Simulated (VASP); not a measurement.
Set up this calculation in VASP 6.6.1, as the native input.

```yaml
Task: single point
Functional: PBEsol
Potentials_or_basis: VASP PAW PBE potentials, release 64 (Ti_sv, Al)
Cutoff: 520 eV
k_mesh: 9 × 9 × 5
Occupations: fermi-dirac, width 0.1 eV
Spin: no spin polarisation
Dipole_correction: no
Further_INCAR_settings: ALGO = Normal; EDIFF = 1e-06; NBANDS = 14
```

The structure of TiAl lies in POSCAR:

```
TiAl
1.0
    2.8087300252      0.0000000000      0.0000000000
   -1.4043650126      2.4324318174      0.0000000000
    0.0000000000      0.0000000000      4.5825851222
Ti Al
1 1
Direct
    0.0000000000      0.0000000000      0.0000000000
    0.3333333333      0.6666666667      0.5000000000
```

The input as run:

INCAR

```
SYSTEM = TiAl
  PREC = Accurate
  ENCUT = 520
  EDIFF = 1E-6
  ISMEAR = -1
  SIGMA = 0.1
  LREAL = .FALSE.
  LASPH = .TRUE.
  NELM = 100
  ALGO = Normal
  ISIF = 2
  LWAVE = .FALSE.
  LCHARG = .FALSE.
  GGA = PS
  NBANDS = 14
```

KPOINTS

```
Automatic mesh
0
G
  9 9 5
  0 0 0
```

Potentials or basis: VASP PAW PBE potentials, release 64 (Ti_sv, Al).

The run is started by

```console
$ cat potpaw_PBE.64/Ti_sv/POTCAR potpaw_PBE.64/Al/POTCAR > POTCAR
$ mpirun -np 1 vasp_std > vasp.out
```

It gave:

| Item | Value |
| --- | --- |
| Pressure | 4.2 GPa |

Caveat: the PAW data sets were made with another functional, which shifts forces and pressure a little.

Wall time 9.1 s on 1 thread of Intel(R) Xeon(R) Platinum 8488C (Sapphire Rapids), on a shared host, peak memory 0.15 GiB.
